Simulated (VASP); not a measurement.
# CsH (rocksalt type) (Fm-3m) in VASP: a series of runs

Runs on CsH (rocksalt type). Level: LDA. Tasks: single point.

All numbers are computed with VASP 6.6.1; they aren't measurements. Logs are shortened: lines on timing, memory, paths and dates and some standing lists are left out, and cuts for length are marked.

### Step 1. The cell of the first run

The structure is cubic, space group Fm-3m (No. 225). The conventional cell has a = 4.601 Å, b = 4.601 Å, c = 4.601 Å, α = 90.00°, β = 90.00°, γ = 90.00°. Within 3.0 Å of Cs (site symmetry m-3m) lie 6 H at 2.30 Å. Within 3.0 Å of H (site symmetry m-3m) lie 6 Cs at 2.30 Å.

### Step 2. Single point, LDA (volume scaled by 0.43)

File INCAR:

```
PREC = Accurate ; ENCUT = 520
EDIFF = 1E-6 ; ISMEAR = -1
SIGMA = 0.05 ; LREAL = False
LASPH = True ; NELM = 60
ALGO = Normal ; ISIF = 2
LWAVE = False ; LCHARG = True
LELF = True ; LVHAR = True
NBANDS = 12
```

File KPOINTS:

```
Automatic mesh
0
Gamma
  12 12 12
```

File POSCAR:

```
CsH
1.0
    0.0000000000      2.3005375600      2.3005375600
    2.3005375600      0.0000000000      2.3005375600
    2.3005375600      2.3005375600      0.0000000000
Cs H
1 1
Direct
    0.0000000000      0.0000000000      0.0000000000
    0.5000000000      0.5000000000      0.5000000000
```

Potentials or basis: VASP PAW LDA potentials, release 64 (Cs_sv, H).

Launch:

```console
cat potpaw_LDA.64/Cs_sv/POTCAR potpaw_LDA.64/H/POTCAR > POTCAR
mpirun -np 1 vasp_std > vasp.out
```

OUTCAR:

```text
PREC = Accurate
   ENCUT = 520
   EDIFF = 1E-6
   ISMEAR = -1
   LREAL = False
   LASPH = True
   NELM = 60
   ISIF = 2

 ion  position               nearest neighbor table
   1  0.000  0.000  0.000-
   2  0.500  0.500  0.500-

  LATTYP: Found a face centered cubic cell.
 ALAT       =     4.6010751200

  Lattice vectors:

 A1 = (   0.0000000000,   2.3005375600,   2.3005375600)
 A2 = (   2.3005375600,   0.0000000000,   2.3005375600)
 A3 = (   2.3005375600,   2.3005375600,   0.0000000000)

Analysis of symmetry for initial positions (statically):
=====================================================================
 Subroutine PRICEL returns:
 Original cell was already a primitive cell.

 Routine SETGRP: Setting up the symmetry group for a
 face centered cubic supercell.

 Subroutine GETGRP returns: Found 48 space group operations
 (whereof 48 operations were pure point group operations)
 out of a pool of 48 trial point group operations.

The static configuration has the point symmetry O_h .

Analysis of symmetry for dynamics (positions and initial velocities):
=====================================================================
 Subroutine PRICEL returns:
 Original cell was already a primitive cell.

 Routine SETGRP: Setting up the symmetry group for a
 face centered cubic supercell.

 Subroutine GETGRP returns: Found 48 space group operations
 (whereof 48 operations were pure point group operations)
 out of a pool of 48 trial point group operations.

The dynamic configuration has the point symmetry O_h .

 Subroutine INISYM returns: Found 48 space group operations
 (whereof 48 operations are pure point group operations),
 and found     1 'primitive' translations

----------------------------------------------------------------------------------------

                                     Primitive cell

  volume of cell :      24.3511

  direct lattice vectors                    reciprocal lattice vectors
     0.000000000  2.300537560  2.300537560    -0.217340507  0.217340507  0.217340507
     2.300537560  0.000000000  2.300537560     0.217340507 -0.217340507  0.217340507
     2.300537560  2.300537560  0.000000000     0.217340507  0.217340507 -0.217340507

  length of vectors
     3.253451418  3.253451418  3.253451418     0.376444801  0.376444801  0.376444801

  position of ions in fractional coordinates (direct lattice)
     0.000000000  0.000000000  0.000000000
     0.500000000  0.500000000  0.500000000

  ion indices of the primitive-cell ions
   primitive index   ion index
                 1           1
                 2           2

----------------------------------------------------------------------------------------

 KPOINTS: Automatic mesh

Automatic generation of k-mesh.
 Grid dimensions read from file:
 generate k-points for:   12   12   12

 Generating k-lattice:

  Cartesian coordinates                     Fractional coordinates (reciprocal lattice)
    -0.018111709  0.018111709  0.018111709     0.083333333  0.000000000  0.000000000
     0.018111709 -0.018111709  0.018111709     0.000000000  0.083333333  0.000000000
     0.018111709  0.018111709 -0.018111709     0.000000000  0.000000000  0.083333333

  Length of vectors
     0.031370400  0.031370400  0.031370400

  Shift w.r.t. Gamma in fractional coordinates (k-lattice)
     0.000000000  0.000000000  0.000000000

 Subroutine IBZKPT returns following result:
 ===========================================

 Found     72 irreducible k-points:

 Following reciprocal coordinates:
            Coordinates               Weight
  0.000000  0.000000  0.000000      1.000000
  0.083333  0.000000  0.000000      8.000000
  0.166667  0.000000  0.000000      8.000000
  0.250000  0.000000  0.000000      8.000000
  0.333333  0.000000  0.000000      8.000000
  0.416667  0.000000  0.000000      8.000000
[... 16 lines left out ...]
  0.500000  0.166667  0.000000     24.000000
 -0.416667  0.166667  0.000000     24.000000
 [... further k-points ...]
   k-points           NKPTS =     72   k-points in BZ     NKDIM =     72   number of bands    NBANDS=     12
   number of dos      NEDOS =    301   number of ions     NIONS =      2
   total plane-waves  NPLWV =  13824
   dimension x,y,z NGX =    24 NGY =   24 NGZ =   24
   dimension x,y,z NGXF=    48 NGYF=   48 NGZF=   48
   ions per type =               1   1
   NGX,Y,Z   is equivalent  to a cutoff of  12.26, 12.26, 12.26 a.u.
   NGXF,Y,Z  is equivalent  to a cutoff of  24.53, 24.53, 24.53 a.u.
 SYSTEM =  unknown system
   PREC   = accura    normal or accurate (medium, high low for compatibility)
   ISTART =      0    job   : 0-new  1-cont  2-samecut
   ICHARG =      2    charge: 1-file 2-atom 10-const
   ISPIN  =      1    spin polarized calculation?
   LNONCOLLINEAR =      F non collinear calculations
   LSORBIT =      F    spin-orbit coupling
   LASPH  =      T    aspherical Exc in radial PAW
   ENCUT  =  520.0 eV  38.22 Ry    6.18 a.u.   6.05  6.05  6.05*2*pi/ulx,y,z
   NELM   =     60;   NELMIN=  2; NELMDL= -5     # of ELM steps
   EDIFF  = 0.1E-05   stopping-criterion for ELM
   LREAL  =      F    real-space projection
   EDIFFG = 0.1E-04   stopping-criterion for IOM
   NSW    =      0    number of steps for IOM
   IBRION =     -1    ionic relax: 0-MD 1-quasi-New 2-CG
   NFREE  =      0    steps in history (QN), initial steepest desc. (CG)
   ISIF   =      2    stress and relaxation
   ISYM   =      2    0-nonsym 1-usesym 2-fastsym
   POTIM  = 0.5000    time-step for ionic-motion
   TEBEG  =    0.0;   TEEND  =   0.0 temperature during run
   PSTRESS=    0.0 pullay stress
   NELECT =      10.0000    total number of electrons
   NUPDOWN=      -1.0000    fix difference up-down
   EMIN   =  10.00;   EMAX   =-10.00  energy-range for DOS
   EFERMI =   0.00;   METHOD = LEGACY
   ISMEAR =    -1;   SIGMA  =   0.05  broadening in eV -4-tet -1-fermi 0-gaus
   EFERMI_NEDOS =   21; number of points for ismear=-14 and -15
   IALGO  =     38    algorithm
   IMIX   =      4    mixing-type and parameters
     AMIX     =   0.40;   BMIX     =  1.00
     AMIX_MAG =   1.60;   BMIX_MAG =  1.00
  volume/ion in A,a.u.               =      12.18        82.16
  Fermi-wavevector in a.u.,A,eV,Ry     =   1.216846  2.299505 20.146329  1.480713
  Thomas-Fermi vector in A             =   2.352186
   LORBIT       =      0    0 simple, 1 ext, 2 COOP (PROOUT), +10 PAW based schemes
   GGA     = CA    functional components
   LHFCALC =     F    Hartree Fock is set to
   AEXX    =    0.0000 exact exchange contribution
   IVDW    =     0    specifies the selected vdW correction
   LEPSILON=     F    determine dielectric tensor
   LRPA    =     F    only Hartree local field effects (RPA)
 non-spin polarized calculation
  energy-cutoff  :      520.00
  volume of cell :       24.35
 maximum number of plane-waves:       666
   NGX = 13   NGY = 13   NGZ = 13

 number of electron      10.0000000 magnetization

 Free energy of the ion-electron system (eV)
  ---------------------------------------------------
  ext. energy  EPLUGINS =         0.00000000
  ---------------------------------------------------
  free energy    TOTEN  =        -2.21186254 eV

  energy without entropy =       -2.20823261  energy(sigma->0) =       -2.21004757

 E-fermi :   7.5760     XC(G=0): -11.7219

 val. band max:        7.5719943853   @ k =   0.3333   0.0000   0.0000
 cond. band min:       7.6738456131   @ k =   0.3333   0.3333   0.0000
 fundamental gap:      0.1018512278
 Fermi energy:         7.5759539560

 k-point     1 :       0.0000    0.0000    0.0000
  band No.  band energies     occupation
      1     -17.2352      2.00000
      2       0.8916      2.00000
      3       0.8916      2.00000
      4       0.8916      2.00000
      5       5.3874      2.00000
      6      12.0917      0.00000
      7      12.0917      0.00000
      8      12.0917      0.00000
      9      16.1318      0.00000
     10      16.8783      0.00000
     11      16.8783      0.00000
     12      18.5655      0.00000

 k-point     2 :       0.0833    0.0000    0.0000
  band No.  band energies     occupation
      1     -17.1340      2.00000
      2       0.0447      2.00000
      3       0.8214      2.00000
      4       0.8214      2.00000
      5       5.9514      2.00000
      6      11.6779      0.00000
      7      12.2897      0.00000
      8      12.2897      0.00000
      9      16.0969      0.00000
     10      16.0969      0.00000
     11      16.9245      0.00000
     12      17.5716      0.00000

 k-point     3 :       0.1667    0.0000    0.0000
  band No.  band energies     occupation
      1     -16.8410      2.00000
      2      -1.6760      2.00000
      3       0.6401      2.00000
      4       0.6401      2.00000
      5       6.8064      2.00000
      6      11.0418      0.00000
      7      12.6028      0.00000
      8      12.6028      0.00000
      9      15.3023      0.00000
     10      15.3023      0.00000
     11      16.2156      0.00000
     12      19.7171      0.00000
[... 286 lines left out ...]
 k-point    23 :       0.5000    0.1667    0.0000
  band No.  band energies     occupation
      1     -15.0797      2.00000
      2      -6.0556      2.00000
      3      -1.5266      2.00000
      4      -0.5437      2.00000
      5       5.9435      2.00000
      6      10.1610      0.00000
      7      12.6904      0.00000
      8      13.6099      0.00000
      9      16.4228      0.00000
     10      20.9014      0.00000
     11      21.9451      0.00000
     12      24.5994      0.00000

 k-point    24 :      -0.4167    0.1667    0.0000
  band No.  band energies     occupation
      1     -15.0253      2.00000
      2      -6.1717      2.00000
      3      -1.8049      2.00000
      4      -0.3410      2.00000
      5       6.2459      2.00000
      6      10.0996      0.00000
      7      12.3331      0.00000
      8      13.7309      0.00000
      9      17.6923      0.00000
     10      18.8324      0.00000
     11      21.2539      0.00000
     12      25.0856      0.00000

 [... further k-points ...]
[... 5 lines left out ...]
  --------------------------------------------------------------------------------------
  -------------------------------------------------------------------------------------
  Total        8.4639914      8.4639914      8.4639914      0.0000000      0.0000000     -0.0000000
  in kB      556.8879445    556.8879445    556.8879445      0.0000000      0.0000000     -0.0000000
  external PRESSURE =     556.8879445 kB  Pullay stress =       0.0000000 kB

 VOLUME and BASIS-vectors are now :
 -----------------------------------------------------------------------------
  energy-cutoff  :      520.00
  volume of cell :       24.35
      direct lattice vectors                 reciprocal lattice vectors
     0.000000000  2.300537560  2.300537560    -0.217340507  0.217340507  0.217340507
     2.300537560  0.000000000  2.300537560     0.217340507 -0.217340507  0.217340507
     2.300537560  2.300537560  0.000000000     0.217340507  0.217340507 -0.217340507

 POSITION                                       TOTAL-FORCE (eV/Angst)
 -----------------------------------------------------------------------------------
      0.00000      0.00000      0.00000        -0.000000     -0.000000      0.000000
      2.30054      2.30054      2.30054         0.000000      0.000000     -0.000000
 -----------------------------------------------------------------------------------
    total drift:                                0.000000     -0.000000     -0.000000

  FREE ENERGIE OF THE ION-ELECTRON SYSTEM (eV)
  ---------------------------------------------------
  free  energy   TOTEN  =        -2.2118625435 eV

  energy  without entropy=       -2.2082326055  energy(sigma->0) =       -2.21004757
```

Run time: 9.2 s. Hardware: 1 thread of AMD EPYC 9R45 (Zen 5), shared host; peak memory 0.11 GiB.

What came out:

- Free energy: -2.2119 eV
- Pressure: 55.7 GPa
- Band gap on the k mesh: zero (band 5 reaches 8.26 eV, above the bottom of band 6 at 6.93 eV)

Levels at points of the mesh, in eV from the Fermi level:
| k point | band 1 | band 2 | band 3 | band 4 | band 5 | band 6 | band 7 | band 8 | band 9 | band 10 |
| --- | --- | --- | --- | --- | --- | --- | --- | --- | --- | --- |
| (0.00, 0.00, 0.00) | -24.81 | -6.68 | -6.68 | -6.68 | -2.19 | 4.52 | 4.52 | 4.52 | 8.56 | 9.30 |
| (0.50, 0.00, 0.00) | -22.79 | -14.25 | -7.56 | -7.56 | 0.69 | 0.74 | 3.48 | 3.48 | 12.08 | 13.19 |
| (0.50, 0.50, 0.00) | -22.13 | -13.09 | -9.39 | -9.39 | -5.69 | -0.64 | 13.60 | 13.88 | 14.44 | 14.44 |

Caveat: spin-orbit coupling is left out, which moves the levels of the heavy elements.

### Step 3. Single point, LDA (volume scaled by 0.43)

File INCAR:

```
PREC = Accurate ; ENCUT = 520
EDIFF = 1E-6 ; ISMEAR = -1
SIGMA = 0.05 ; LREAL = False
LASPH = True ; NELM = 80
ALGO = Normal ; ISIF = 2
LWAVE = False ; LCHARG = False
GGA = CA ; NBANDS = 12
```

File KPOINTS:

```
regular mesh
0
Gamma
  12 12 12
```

POSCAR is that of step 2.

Potentials or basis: VASP PAW LDA potentials, release 64 (Cs_sv, H).

Launch:

```console
cat potpaw_LDA.64/Cs_sv/POTCAR potpaw_LDA.64/H/POTCAR > POTCAR
mpirun -np 1 vasp_std > vasp.out
```

Wall time 9 s (1 thread of AMD EPYC 9R45 (Zen 5), shared host); peak memory 0.11 GiB.

It converged, with:

- Free energy: -2.2119 eV
- Pressure: 55.7 GPa
- Band gap on the k mesh: zero (band 5 reaches 8.26 eV, above the bottom of band 6 at 6.93 eV)

Levels at points of the mesh, in eV from the Fermi level:
| k point | band 1 | band 2 | band 3 | band 4 | band 5 | band 6 | band 7 | band 8 | band 9 | band 10 |
| --- | --- | --- | --- | --- | --- | --- | --- | --- | --- | --- |
| (0.00, 0.00, 0.00) | -24.81 | -6.68 | -6.68 | -6.68 | -2.19 | 4.52 | 4.52 | 4.52 | 8.56 | 9.30 |
| (0.50, 0.00, 0.00) | -22.79 | -14.25 | -7.56 | -7.56 | 0.69 | 0.74 | 3.48 | 3.48 | 12.08 | 13.19 |
| (0.50, 0.50, 0.00) | -22.13 | -13.09 | -9.39 | -9.39 | -5.69 | -0.64 | 13.60 | 13.88 | 14.44 | 14.44 |

Caveat: spin-orbit coupling is left out, which moves the levels of the heavy elements.

### Step 4. Single point, LDA (volume scaled by 0.5)

File INCAR:

```
SYSTEM = CsH
ALGO = Normal
EDIFF = 1E-6
ENCUT = 520
ISIF = 2
ISMEAR = -1
LASPH = .TRUE.
LCHARG = .FALSE.
LREAL = .FALSE.
LWAVE = .FALSE.
NBANDS = 12
NELM = 60
PREC = Accurate
SIGMA = 0.05
```

File KPOINTS:

```
k-points
0
G
  12 12 12
  0 0 0
```

File POSCAR:

```
CsH
1.0
    0.0000000000      2.4191521171      2.4191521171
    2.4191521171      0.0000000000      2.4191521171
    2.4191521171      2.4191521171      0.0000000000
Cs H
1 1
Direct
    0.0000000000      0.0000000000      0.0000000000
    0.5000000000      0.5000000000      0.5000000000
```

Launch:

```console
cat potpaw_LDA.64/Cs_sv/POTCAR potpaw_LDA.64/H/POTCAR > POTCAR
mpirun -np 1 vasp_std > vasp.out
```

It took 16 s on 1 thread of AMD EPYC 9R45 (Zen 5), shared host; peak memory 0.12 GiB.

It converged, with:

```
Free energy            : -3.2828 eV
Pressure               : 33.0 GPa
Band gap on the k mesh : zero (band 5 reaches 6.65 eV, above the bottom of band 6 at 6.08 eV)
```

Levels at points of the mesh, in eV from the Fermi level:
| k point | band 1 | band 2 | band 3 | band 4 | band 5 | band 6 | band 7 | band 8 | band 9 | band 10 |
| --- | --- | --- | --- | --- | --- | --- | --- | --- | --- | --- |
| (0.00, 0.00, 0.00) | -24.02 | -7.36 | -7.36 | -7.36 | -2.80 | 4.32 | 4.32 | 4.32 | 8.37 | 8.47 |
| (0.50, 0.00, 0.00) | -22.65 | -13.15 | -8.01 | -8.01 | 0.38 | 0.52 | 3.43 | 3.43 | 10.58 | 11.82 |
| (0.50, 0.50, 0.00) | -22.22 | -12.25 | -9.36 | -9.36 | -5.01 | -0.19 | 11.43 | 12.14 | 12.71 | 12.71 |

Caveat: spin-orbit coupling is left out, which moves the levels of the heavy elements.

### Step 5. Single point, LDA (volume scaled by 0.5)

File INCAR:

```
SYSTEM = CsH
ALGO     = Normal         ! electronic algorithm
EDIFF    = 1E-6           ! SCF threshold, eV
ENCUT    = 520            ! plane-wave cutoff, eV
GGA      = CA             ! functional
ISIF     = 2              ! what is computed and relaxed
ISMEAR   = -1             ! smearing method
LASPH    = .True.         ! aspherical terms in the spheres
LCHARG   = .False.        ! write CHGCAR
LREAL    = .False.        ! projectors in reciprocal space
LWAVE    = .False.        ! write WAVECAR
NBANDS   = 12             ! bands
NELM     = 80             ! most SCF steps
PREC     = Accurate       ! precision mode
SIGMA    = 0.05           ! smearing width, eV
```

File KPOINTS:

```
k-points
0
Gamma
  12 12 12
  0 0 0
```

POSCAR is that of step 4.

Launch:

```console
cat potpaw_LDA.64/Cs_sv/POTCAR potpaw_LDA.64/H/POTCAR > POTCAR
mpirun -np 1 vasp_std > vasp.out
```

Run time: 15 s. Hardware: 1 thread of AMD EPYC 9R45 (Zen 5), shared host; peak memory 0.12 GiB.

It converged, with:

```yaml
Free_energy: -3.2828 eV
Pressure: 33.0 GPa
Band_gap_on_the_k_mesh: zero (band 5 reaches 6.65 eV, above the bottom of band 6 at 6.08 eV)
```

Levels at points of the mesh, in eV from the Fermi level:
```csv
k point,band 3,band 4,band 5,band 6,band 7,band 8
"(0.00, 0.00, 0.00)",-7.36,-7.36,-2.80,4.32,4.32,4.32
"(0.50, 0.00, 0.00)",-8.01,-8.01,0.38,0.52,3.43,3.43
"(0.50, 0.50, 0.00)",-9.36,-9.36,-5.01,-0.19,11.43,12.14
```

Caveat: spin-orbit coupling is left out, which moves the levels of the heavy elements.
